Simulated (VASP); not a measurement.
# Hg (Im-3m) in VASP: further runs

Runs on Hg. Level: BLYP. Tasks: single point.

All numbers are computed with VASP 6.6.1; they aren't measurements. Logs are shortened: lines on timing, memory, paths and dates and some standing lists are left out, and cuts for length are marked.

**1. The cell of the first run**

The structure is cubic, space group Im-3m (No. 229). The conventional cell has a = 6.409 Å, b = 6.409 Å, c = 6.409 Å, α = 90.00°, β = 90.00°, γ = 90.00°.

**2. Single point, BLYP (131.61 Å³/atom)**

The input, INCAR:

```
  PREC = Accurate
  ENCUT = 520
  EDIFF = 1E-6
  ISMEAR = -1
  SIGMA = 0.1
  LREAL = F
  LASPH = T
  NELM = 60
  ALGO = Normal
  ISIF = 2
  LWAVE = F
  LCHARG = T
  GGA = B5
  ALDAX = 1.0
  AGGAX = 1.0
  AGGAC = 1.0
  ALDAC = 0.0
  LELF = T
  LVHAR = T
  NBANDS = 12
```

The input, KPOINTS:

```
Automatic mesh
0
Gamma
  8 8 8
```

The input, POSCAR:

```
Hg
1.0
   -3.2043902516      3.2043902516      3.2043902516
    3.2043902516     -3.2043902516      3.2043902516
    3.2043902516      3.2043902516     -3.2043902516
Hg
1
Direct
    0.0000000000      0.0000000000      0.0000000000
```

Potentials or basis: VASP PAW PBE potentials, release 64 (Hg).

Run with:

```sh
cat potpaw_PBE.64/Hg/POTCAR > POTCAR
mpirun -np 1 vasp_std > vasp.out
```

OUTCAR:

```text
PREC = Accurate
   ENCUT = 520
   EDIFF = 1E-6
   ISMEAR = -1
   LREAL = F
   LASPH = T
   NELM = 60
   ISIF = 2
   GGA = B5

 ion  position               nearest neighbor table
   1  0.000  0.000  0.000-

  LATTYP: Found a body centered cubic cell.
 ALAT       =     6.4087805032

  Lattice vectors:

 A1 = (  -3.2043902516,   3.2043902516,   3.2043902516)
 A2 = (   3.2043902516,  -3.2043902516,   3.2043902516)
 A3 = (   3.2043902516,   3.2043902516,  -3.2043902516)

Analysis of symmetry for initial positions (statically):
=====================================================================
 Subroutine PRICEL returns:
 Original cell was already a primitive cell.

 Routine SETGRP: Setting up the symmetry group for a
 body centered cubic supercell.

 Subroutine GETGRP returns: Found 48 space group operations
 (whereof 48 operations were pure point group operations)
 out of a pool of 48 trial point group operations.

The static configuration has the point symmetry O_h .

Analysis of symmetry for dynamics (positions and initial velocities):
=====================================================================
 Subroutine PRICEL returns:
 Original cell was already a primitive cell.

 Routine SETGRP: Setting up the symmetry group for a
 body centered cubic supercell.

 Subroutine GETGRP returns: Found 48 space group operations
 (whereof 48 operations were pure point group operations)
 out of a pool of 48 trial point group operations.

The dynamic configuration has the point symmetry O_h .

 Subroutine INISYM returns: Found 48 space group operations
 (whereof 48 operations are pure point group operations),
 and found     1 'primitive' translations

----------------------------------------------------------------------------------------

                                     Primitive cell

  volume of cell :     131.6122

  direct lattice vectors                    reciprocal lattice vectors
    -3.204390252  3.204390252  3.204390252     0.000000000  0.156035926  0.156035926
     3.204390252 -3.204390252  3.204390252     0.156035926  0.000000000  0.156035926
     3.204390252  3.204390252 -3.204390252     0.156035926  0.156035926  0.000000000

  length of vectors
     5.550166723  5.550166723  5.550166723     0.220668123  0.220668123  0.220668123

  position of ions in fractional coordinates (direct lattice)
     0.000000000  0.000000000  0.000000000

  ion indices of the primitive-cell ions
   primitive index   ion index
                 1           1

[... 82 lines left out ...]
   NELECT =      12.0000    total number of electrons
   NUPDOWN=      -1.0000    fix difference up-down
   EMIN   =  10.00;   EMAX   =-10.00  energy-range for DOS
   EFERMI =   0.00;   METHOD = LEGACY
   ISMEAR =    -1;   SIGMA  =   0.10  broadening in eV -4-tet -1-fermi 0-gaus
   EFERMI_NEDOS =   21; number of points for ismear=-14 and -15
   IALGO  =     38    algorithm
   IMIX   =      4    mixing-type and parameters
     AMIX     =   0.40;   BMIX     =  1.00
     AMIX_MAG =   1.60;   BMIX_MAG =  1.00
  volume/ion in A,a.u.               =     131.61       888.16
  Fermi-wavevector in a.u.,A,eV,Ry     =   0.736834  1.392415  7.386941  0.542925
  Thomas-Fermi vector in A             =   1.830370
   LORBIT       =      0    0 simple, 1 ext, 2 COOP (PROOUT), +10 PAW based schemes
   GGA     = B5    functional components
   LHFCALC =     F    Hartree Fock is set to
   AEXX    =    0.0000 exact exchange contribution
   IVDW    =     0    specifies the selected vdW correction
   LEPSILON=     F    determine dielectric tensor
   LRPA    =     F    only Hartree local field effects (RPA)
 non-spin polarized calculation
  energy-cutoff  :      520.00
  volume of cell :      131.61
 maximum number of plane-waves:      3564
 NGX is ok and might be reduce to    42
   NGX = 21   NGY = 21   NGZ = 21

 number of electron      11.9999999 magnetization

 Free energy of the ion-electron system (eV)
  ---------------------------------------------------
  ext. energy  EPLUGINS =         0.00000000
  ---------------------------------------------------
  free energy    TOTEN  =        -0.01327034 eV

  energy without entropy =       -0.01327034  energy(sigma->0) =       -0.01327034

 E-fermi :  -3.0457     XC(G=0):  -3.7184

 val. band max:       -5.2686608575   @ k =   0.5000   0.5000   0.5000
 cond. band min:      -0.7468958838   @ k =   0.5000   0.0000   0.0000
 fundamental gap:      4.5217649736
 Fermi energy:        -3.0457395966

 k-point     1 :       0.0000    0.0000    0.0000
  band No.  band energies     occupation
      1      -8.4706      2.00000
      2      -8.4706      2.00000
      3      -8.4706      2.00000
      4      -8.4584      2.00000
      5      -8.4584      2.00000
      6      -5.8535      2.00000
      7       1.7041      0.00000
      8       1.7041      0.00000
      9       1.7041      0.00000
     10       2.3115      0.00000
     11       5.6542      0.00000
     12       5.6542      0.00000
[... 331 lines left out ...]
 k-point    24 :      -0.3750    0.3750    0.2500
  band No.  band energies     occupation
      1      -8.4668      2.00000
      2      -8.4639      2.00000
      3      -8.4627      2.00000
      4      -8.4587      2.00000
      5      -8.4542      2.00000
      6      -5.4327      2.00000
      7      -0.2611      0.00000
      8       0.5699      0.00000
      9       0.6574      0.00000
     10       3.5930      0.00000
     11       4.6133      0.00000
     12       5.4764      0.00000

 [... further k-points ...]

------------------------ aborting loop because EDIFF is reached ----------------------------------------

  FORCE on cell =-STRESS in cart. coord.  units (eV):
  Direction    XX          YY          ZZ          XY          YZ          ZX
  --------------------------------------------------------------------------------------
  -------------------------------------------------------------------------------------
  Total        0.0287608      0.0287608      0.0287608      0.0000000     -0.0000000      0.0000000
  in kB        0.3501182      0.3501182      0.3501182      0.0000000     -0.0000000      0.0000000
  external PRESSURE =       0.3501182 kB  Pullay stress =       0.0000000 kB

 VOLUME and BASIS-vectors are now :
 -----------------------------------------------------------------------------
  energy-cutoff  :      520.00
  volume of cell :      131.61
      direct lattice vectors                 reciprocal lattice vectors
    -3.204390252  3.204390252  3.204390252     0.000000000  0.156035926  0.156035926
     3.204390252 -3.204390252  3.204390252     0.156035926  0.000000000  0.156035926
     3.204390252  3.204390252 -3.204390252     0.156035926  0.156035926  0.000000000

 POSITION                                       TOTAL-FORCE (eV/Angst)
 -----------------------------------------------------------------------------------
      0.00000      0.00000      0.00000        -0.000000      0.000000     -0.000000
 -----------------------------------------------------------------------------------
    total drift:                               -0.000000      0.000000     -0.000000

  FREE ENERGIE OF THE ION-ELECTRON SYSTEM (eV)
  ---------------------------------------------------
  free  energy   TOTEN  =        -0.0132703371 eV

  energy  without entropy=       -0.0132703369  energy(sigma->0) =       -0.01327034
```

OSZICAR:

```text
N       E                     dE             d eps       ncg     rms          rms(c)
DAV:   1     0.727901627728E+02    0.72790E+02   -0.43408E+03   696   0.742E+02
DAV:   2     0.311543529449E+01   -0.69675E+02   -0.64007E+02   776   0.173E+02
DAV:   3    -0.208894263869E-01   -0.31363E+01   -0.31319E+01   836   0.403E+01
DAV:   4    -0.300624576917E-01   -0.91730E-02   -0.91728E-02   756   0.279E+00
DAV:   5    -0.301004948085E-01   -0.38037E-04   -0.38037E-04   844   0.147E-01    0.120E+00
DAV:   6    -0.140812035690E-01    0.16019E-01   -0.50904E-02   764   0.200E+00    0.190E-01
DAV:   7    -0.133086962048E-01    0.77251E-03   -0.32569E-03   748   0.459E-01    0.578E-02
DAV:   8    -0.132704125331E-01    0.38284E-04   -0.60374E-05   760   0.722E-02    0.134E-02
DAV:   9    -0.132703371130E-01    0.75420E-07   -0.19379E-06   776   0.101E-02
   1 F= -.13270337E-01 E0= -.13270337E-01  d E =-.190040E-09
```

Wall time 27 s (1 thread of Intel Xeon 6975P-C (Granite Rapids), shared host); peak memory 0.25 GiB.

Results:

```
Free energy            : -0.0133 eV
Pressure               : 0.0 GPa
Band gap on the k mesh : 4.52 eV (least direct gap 4.74 eV)
```

Caveat: the PAW data sets were made with another functional, which shifts forces and pressure a little; spin-orbit coupling is left out, which moves the levels of the heavy elements. A k mesh can miss the band edges.

**3. Single point, BLYP (143.58 Å³/atom)**

This run uses another cell than the first one, of 143.58 Å³/atom.

The input, INCAR:

```
SYSTEM = Hg
  PREC = Accurate
  ENCUT = 520
  EDIFF = 1E-6
  ISMEAR = -1
  SIGMA = 0.1
  LREAL = .False.
  LASPH = .True.
  NELM = 60
  ALGO = Normal
  ISIF = 2
  LWAVE = .False.
  LCHARG = .True.
  GGA = B5
  ALDAX = 1.0
  AGGAX = 1.0
  AGGAC = 1.0
  ALDAC = 0.0
  LELF = .True.
  LVHAR = .True.
  NBANDS = 12
```

The input, KPOINTS:

```
regular mesh
0
Gamma
  8 8 8
  0 0 0
```

The input, POSCAR:

```
Hg
1.0
   -3.2986906450      3.2986906450      3.2986906450
    3.2986906450     -3.2986906450      3.2986906450
    3.2986906450      3.2986906450     -3.2986906450
Hg
1
Direct
    0.0000000000      0.0000000000      0.0000000000
```

Potentials or basis: VASP PAW PBE potentials, release 64 (Hg).

Run with:

```sh
cat potpaw_PBE.64/Hg/POTCAR > POTCAR
mpirun -np 1 vasp_std > vasp.out
```

OUTCAR:

```text
SYSTEM = Hg
   PREC = Accurate
   ENCUT = 520
   EDIFF = 1E-6
   ISMEAR = -1
   LREAL = .False.
   LASPH = .True.
   NELM = 60
   ISIF = 2
   GGA = B5

 ion  position               nearest neighbor table
   1  0.000  0.000  0.000-

  LATTYP: Found a body centered cubic cell.
 ALAT       =     6.5973812900

  Lattice vectors:

 A1 = (  -3.2986906450,   3.2986906450,   3.2986906450)
 A2 = (   3.2986906450,  -3.2986906450,   3.2986906450)
 A3 = (   3.2986906450,   3.2986906450,  -3.2986906450)

Analysis of symmetry for initial positions (statically):
=====================================================================
 Subroutine PRICEL returns:
 Original cell was already a primitive cell.

 Routine SETGRP: Setting up the symmetry group for a
 body centered cubic supercell.

 Subroutine GETGRP returns: Found 48 space group operations
 (whereof 48 operations were pure point group operations)
 out of a pool of 48 trial point group operations.

The static configuration has the point symmetry O_h .

Analysis of symmetry for dynamics (positions and initial velocities):
[... 164 lines left out ...]
  band No.  band energies     occupation
      1      -8.5714      2.00000
      2      -8.5714      2.00000
      3      -8.5714      2.00000
      4      -8.5623      2.00000
      5      -8.5623      2.00000
      6      -5.8907      2.00000
      7       1.4214      0.00000
      8       1.4214      0.00000
      9       1.4214      0.00000
     10       1.9765      0.00000
     11       5.2819      0.00000
     12       5.2819      0.00000
[... 331 lines left out ...]
 k-point    24 :      -0.3750    0.3750    0.2500
  band No.  band energies     occupation
      1      -8.5684      2.00000
      2      -8.5663      2.00000
      3      -8.5654      2.00000
      4      -8.5624      2.00000
      5      -8.5590      2.00000
      6      -5.5503      2.00000
      7      -0.3392      0.00000
      8       0.4149      0.00000
      9       0.4930      0.00000
     10       3.3660      0.00000
     11       4.2475      0.00000
     12       5.0950      0.00000

 [... further k-points ...]

------------------------ aborting loop because EDIFF is reached ----------------------------------------

  FORCE on cell =-STRESS in cart. coord.  units (eV):
  Direction    XX          YY          ZZ          XY          YZ          ZX
  --------------------------------------------------------------------------------------
  -------------------------------------------------------------------------------------
  Total        0.0248045      0.0248045      0.0248045      0.0000000      0.0000000      0.0000000
  in kB        0.2767939      0.2767939      0.2767939      0.0000000      0.0000000      0.0000000
  external PRESSURE =       0.2767939 kB  Pullay stress =       0.0000000 kB

 VOLUME and BASIS-vectors are now :
 -----------------------------------------------------------------------------
  energy-cutoff  :      520.00
  volume of cell :      143.58
      direct lattice vectors                 reciprocal lattice vectors
    -3.298690645  3.298690645  3.298690645     0.000000000  0.151575293  0.151575293
     3.298690645 -3.298690645  3.298690645     0.151575293  0.000000000  0.151575293
     3.298690645  3.298690645 -3.298690645     0.151575293  0.151575293  0.000000000

 POSITION                                       TOTAL-FORCE (eV/Angst)
 -----------------------------------------------------------------------------------
      0.00000      0.00000      0.00000         0.000000      0.000000      0.000000
 -----------------------------------------------------------------------------------
    total drift:                               -0.000000      0.000000     -0.000000

  FREE ENERGIE OF THE ION-ELECTRON SYSTEM (eV)
  ---------------------------------------------------
  free  energy   TOTEN  =        -0.0168528392 eV

  energy  without entropy=       -0.0168528390  energy(sigma->0) =       -0.01685284
```

OSZICAR:

```text
N       E                     dE             d eps       ncg     rms          rms(c)
DAV:   1     0.736327431748E+02    0.73633E+02   -0.42531E+03   696   0.736E+02
DAV:   2     0.359795280310E+01   -0.70035E+02   -0.63883E+02   808   0.168E+02
DAV:   3    -0.212991006529E-01   -0.36193E+01   -0.36117E+01   796   0.412E+01
DAV:   4    -0.336919656343E-01   -0.12393E-01   -0.12392E-01   796   0.313E+00
DAV:   5    -0.337401930851E-01   -0.48227E-04   -0.48227E-04   808   0.162E-01    0.120E+00
DAV:   6    -0.176763190771E-01    0.16064E-01   -0.51608E-02   760   0.200E+00    0.190E-01
DAV:   7    -0.168950950433E-01    0.78122E-03   -0.33047E-03   764   0.461E-01    0.583E-02
DAV:   8    -0.168529916027E-01    0.42103E-04   -0.65942E-05   736   0.748E-02    0.144E-02
DAV:   9    -0.168528392064E-01    0.15240E-06   -0.20780E-06   804   0.110E-02
   1 F= -.16852839E-01 E0= -.16852839E-01  d E =-.204547E-09
```

stdout:

```text
POSCAR found type information on POSCAR Hg
 POSCAR found :  1 types and       1 ions
 scaLAPACK will be used
 -----------------------------------------------------------------------------
|                                                                             |
|                                                                             |
|     You enforced a specific xc type in the INCAR file but a different       |
|     I HOPE YOU KNOW WHAT YOU ARE DOING!                                     |
|                                                                             |
 -----------------------------------------------------------------------------

 LDA part: xc-table for (Slater(with rela. corr.)+VWN5), standard interpolation
 POSCAR, INCAR and KPOINTS ok, starting setup
 FFT: planning ... GRIDC
 FFT: planning ... GRID_SOFT
 FFT: planning ... GRID
 WAVECAR not read
 entering main loop
```

It took 27 s on 1 thread of Intel Xeon 6975P-C (Granite Rapids), shared host; peak memory 0.26 GiB.

Results:

- Free energy: -0.0169 eV
- Pressure: 0.0 GPa
- Band gap on the k mesh: 4.65 eV (least direct gap 4.82 eV)

Caveat: the PAW data sets were made with another functional, which shifts forces and pressure a little; spin-orbit coupling is left out, which moves the levels of the heavy elements.

**4. Single point, BLYP (149.56 Å³/atom)**

This run uses another cell than the first one, of 149.56 Å³/atom.

The input, INCAR:

```
SYSTEM = Hg
PREC = Accurate
ENCUT = 520
EDIFF = 1E-6
ISMEAR = -1
SIGMA = 0.1
LREAL = .False.
LASPH = .True.
NELM = 100
ALGO = Normal
ISIF = 2
LWAVE = .False.
LCHARG = .True.
GGA = B5
ALDAX = 1.0
AGGAX = 1.0
AGGAC = 1.0
ALDAC = 0.0
LELF = .True.
LVHAR = .True.
NBANDS = 12
```

The input, KPOINTS:

```
Automatic mesh
0
Gamma
  8 8 8
  0 0 0
```

The input, POSCAR:

```
Hg
1.0
   -3.3438838040      3.3438838040      3.3438838040
    3.3438838040     -3.3438838040      3.3438838040
    3.3438838040      3.3438838040     -3.3438838040
Hg
1
Direct
    0.0000000000      0.0000000000      0.0000000000
```

Run with:

```sh
cat potpaw_PBE.64/Hg/POTCAR > POTCAR
mpirun -np 1 vasp_std > vasp.out
```

Run time: 36 s. Hardware: 1 thread of Intel Xeon 6975P-C (Granite Rapids), shared host; peak memory 0.31 GiB.

It converged, with:

```yaml
Free_energy: -0.0184 eV
Pressure: 0.0 GPa
Band_gap_on_the_k_mesh: 4.70 eV (least direct gap 4.86 eV)
```

Levels at points of the mesh, in eV from the valence-band top:
```csv
k point,band 3,band 4,band 5,band 6,band 7,band 8,band 9,band 10
"(0.00, 0.00, 0.00)",-3.13,-3.12,-3.12,-0.42,6.78,6.78,6.78,7.32
"(0.50, 0.00, 0.00)",-3.12,-3.12,-3.12,-0.16,4.70,6.16,6.64,8.16
"(0.50, 0.50, 0.50)",-3.12,-3.12,-3.12,0.00,5.45,5.45,5.45,8.15
```

Caveat: the PAW data sets were made with another functional, which shifts forces and pressure a little; spin-orbit coupling is left out, which moves the levels of the heavy elements. A k mesh can miss the band edges.

(Part 1 of 2 ends here.)
